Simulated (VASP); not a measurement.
Here is a VASP 6.6.1 calculation.

Contents of INCAR:

```
  AGGAC = 1.0
  AGGAX = 1.0
  ALDAC = 0.0
  ALDAX = 1.0
  ALGO = Normal
  EDIFF = 1E-6
  ENCUT = 520
  GGA = B5
  ISIF = 2
  ISMEAR = -1
  LASPH = T
  LCHARG = F
  LREAL = F
  LWAVE = F
  NBANDS = 21
  NELM = 60
  PREC = Accurate
  SIGMA = 0.05
```

KPOINTS

```
k-points
0
Gamma
  7 7 7
```

POSCAR

```
Sn
1.0
    0.0000000000      3.1896436215      3.1896436215
    3.1896436215      0.0000000000      3.1896436215
    3.1896436215      3.1896436215      0.0000000000
Sn
2
Direct
    0.7500000000      0.7500000000      0.7500000000
    0.5000000000      0.5000000000      0.5000000000
```

Potentials or basis: VASP PAW PBE potentials, release 64 (Sn_d).

The run is started by

```bash
$ cat potpaw_PBE.64/Sn_d/POTCAR > POTCAR
$ mpirun -np 1 vasp_std > vasp.out
```

Predict the pressure.

9.1 GPa.

What does it give for the band gap on the k mesh?

Zero (filled and empty bands touch).

Caveat: the PAW data sets were made with another functional, which shifts forces and pressure a little; spin-orbit coupling is left out, which moves the levels of the heavy elements.
